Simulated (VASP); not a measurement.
Runs of VASP 6.6.1 on Mg2ZnS3. The structure is that of space group P31m (No. 157), or close to it. The cells are those of the table. 

```tsv
task	cell	k mesh	cutoff (eV)	gap on the mesh (eV)	pressure (GPa)	largest force (eV/Å)
single point	a = 5.055, b = 5.055, c = 8.608 Å, angles 90.0, 90.0, 120.0°, 6 atoms	6 × 6 × 2	520	none	(b)	(a)
relaxation of cell and atoms	relaxed from a = 4.164, b = 4.164, c = 8.448 Å, angles 90.0, 90.0, 120.0°, 6 atoms	6 × 6 × 2	600	none	0.1	0.04
single point	a = 4.164, b = 4.164, c = 8.448 Å, angles 90.0, 90.0, 120.0°, 6 atoms	6 × 6 × 2	520	none	54.0	16.70
single point	a = 5.015, b = 5.015, c = 8.657 Å, angles 90.0, 90.0, 120.0°, 6 atoms	12 × 12 × 6	520	none	-0.1	0.01
```

Alike in all rows: level PBE; potentials or basis VASP PAW PBE potentials, release 64 (Mg, Zn, S); no spin polarisation; smearing gaussian 0.1 eV.

Fill in the values left out.

(a) 0.02; (b) 0.0.

Caveats: some runs use coarse meshes; forces of over 1 eV/Å act on the atoms, so gaps and moduli don't describe the material at rest (some runs).

A gap of «none» marks levels without a gap at the run's occupations.
